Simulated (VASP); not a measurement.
Here is a VASP 6.6.1 calculation.

Contents of POSCAR:

```
NaCl
1.0
    0.0000000000      2.4816000000      2.4816000000
    2.4816000000      0.0000000000      2.4816000000
    2.4816000000      2.4816000000      0.0000000000
Na Cl
1 1
Direct
    0.0000000000      0.0000000000      0.0000000000
    0.5000000000      0.5000000000      0.5000000000
```

File INCAR.step1:

```
SYSTEM = NaCl
ALGO = Normal
EDIFF = 1E-5
ENCUT = 550
GGA = PE
GGA_COMPAT = .False.
ISMEAR = 0
LASPH = .True.
LCHARG = .False.
LREAL = .False.
LWAVE = .True.
NBANDS = 14
NELM = 120
PREC = Accurate
SIGMA = 0.01
```

File INCAR.step2:

```
SYSTEM = NaCl
ALGO = Normal
EDIFF = 1E-6
ENCUT = 550
GGA_COMPAT = .False.
ISIF = 2
ISMEAR = 0
ISTART = 1
LASPH = .True.
LCHARG = .True.
LELF = .True.
LMIXTAU = .True.
LREAL = .False.
LVHAR = .True.
LWAVE = .False.
METAGGA = R2SCAN
NBANDS = 14
NELM = 120
PREC = Accurate
SIGMA = 0.01
```

KPOINTS

```
k-points
0
Gamma
  4 4 4
  0 0 0
```

Potentials or basis: VASP PAW PBE potentials, release 64 (Na_pv, Cl).

Launch:

```console
$ cat potpaw_PBE.64/Na_pv/POTCAR potpaw_PBE.64/Cl/POTCAR > POTCAR
$ cp INCAR.step1 INCAR
$ mpirun -np 1 vasp_std > vasp.out
$ cp INCAR.step2 INCAR
$ mpirun -np 1 vasp_std > vasp.out
```

Problem. What does it give for the band gap on the k mesh?

Solution. 7.89 eV, indirect (least direct gap 8.06 eV).

Problem. Predict the pressure.

Solution. 23.5 GPa.

Caveat: the k points lie up to 0.55 Å⁻¹ apart; the PAW data sets were made with another functional, which shifts forces and pressure a little. A k mesh can miss the band edges.
